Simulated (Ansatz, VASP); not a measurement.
## Co in VASP and in Ansatz

The input INCAR:

```
PREC     = Accurate       # precision mode
ENCUT    = 520            # plane-wave cutoff, eV
EDIFF    = 1E-6           # SCF threshold, eV
ISMEAR   = -1             # smearing method
SIGMA    = 0.05           # smearing width, eV
LREAL    = F              # projectors in reciprocal space
LASPH    = T              # aspherical terms in the spheres
NELM     = 150            # most SCF steps
ALGO     = Normal         # electronic algorithm
ISIF     = 2              # what is computed and relaxed
LWAVE    = F              # write WAVECAR
LCHARG   = T              # write CHGCAR
ISPIN    = 2              # spin polarisation
MAGMOM   = 0.5 0.5        # initial moments
LORBIT   = 11             # projections on sites
NUPDOWN  = 1.0            # fixed moment
LMAXMIX  = 4              # l up to which the mixer works
GGA      = PE             # functional
LELF     = T              # ELF
LVHAR    = T            
NBANDS   = 20             # bands
```

KPOINTS

```
regular mesh
0
Gamma
  10 10 6
```

File POSCAR:

```
Co
1.0
    2.4873648738      0.0000000000      0.0000000000
   -1.2436824369      2.1541211692      0.0000000000
    0.0000000000      0.0000000000      4.0632895034
Co
2
Direct
    0.3333333333      0.6666666667      0.7401390000
    0.6666666667      0.3333333333      0.2598610000
```

Contents of input.yaml:

```yaml
crystal:
  lattice:
    - [2.4873648738, 0.0, 0.0]
    - [-1.2436824369, 2.1541211692, 0.0]
    - [0.0, 0.0, 4.0632895034]
  atoms:
    - { symbol: Co, position: [0.3333333333, 0.6666666667, 0.740139], spin: 0.5 }
    - { symbol: Co, position: [0.6666666667, 0.3333333333, 0.259861], spin: 0.5 }
hamiltonian:
  xc: pbe
  pseudopotentials: { kind: paw }
magnetization:
  spin_polarized: true
  initial_magnetization: 1.0
  spin_locking: { lock_magnetization: hard }
kpoints:
  mp_grid: { grid: [10, 10, 6] }
scf:
  occupations: { method: fermi_dirac, width: 0.05 }
  lower_state_search: "off"
output:
  forces: true
  stress: true
  eigenvalues: true
  write_density: true
  write_potential: true
  elf: true
  volumetric_format: npy
```

Alike in both runs: task single point; functional PBE; k mesh 10 × 10 × 6; occupations fermi-dirac, width 0.05 eV; collinear spin; fixed moment 1 μB.

```csv
,VASP,Ansatz
version,VASP 6.6.1,Ansatz 0.2.0
potentials or method,"VASP PAW PBE potentials, release 64 (Co)",Ansatz PAW
plane-wave cutoff (eV),520,420
valence electrons in the cell,18,34
```

|  | VASP | Ansatz | Ansatz less VASP |
| --- | --- | --- | --- |
| pressure (GPa) | -10.5 | -10.0 | +0.52 |
| traceless stress, the component that is largest in VASP (GPa) | -1.39 | -1.34 | +0.048 |
| rms of the force components (eV/Å) | 0.341 | 0.352 | +0.0114 |
| net moment per atom (μB) | 0.50 | 0.50 | 0.000 |
| size of the moment on the site where the two differ most (μB) | 0.51 | 0.53 | +0.023 |

Site moments also hang on the region over which each program counts them. Atom by atom the forces differ by 0.011 eV/Å (rms over components). VASP's potentials hold 18 valence electrons a cell and Ansatz's 34, so a difference there can come from the potentials and not from the codes.
